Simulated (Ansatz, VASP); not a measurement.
**W in VASP and in Ansatz**

```
CELL_PARAMETERS angstrom
-1.57968 1.57968 1.57968
1.57968 -1.57968 1.57968
1.57968 1.57968 -1.57968
ATOMIC_POSITIONS crystal
W 0.00000 0.00000 0.00000
```

Alike in both runs: functional PBE; dispersion D3(BJ); k mesh 18 × 18 × 18; occupations gaussian, width 0.1 eV; no spin polarisation.

Ansatz relaxed the structure, and its values are those at the end. VASP's run is a single point on that final structure, the one shown.

|  | VASP | Ansatz |
| --- | --- | --- |
| version | VASP 6.6.1 | Ansatz 0.2.0 |
| potentials or method | VASP PAW PBE potentials, release 64 (W_sv), cutoff 520 eV | scalar-relativistic, plane waves, PAW |
| valence electrons in the cell | 14 | 14 |

Ansatz gave:

| Item | Value |
| --- | --- |
| gap on the k mesh at the Fermi level (eV) | none |
| pressure (GPa) | 0.0 |

Which values does VASP return?

gap on the k mesh at the Fermi level (eV): none; pressure (GPa): 0.6.

A gap of «none» marks a metal or a gap that the smearing closes.

Neither program's run includes spin-orbit coupling.
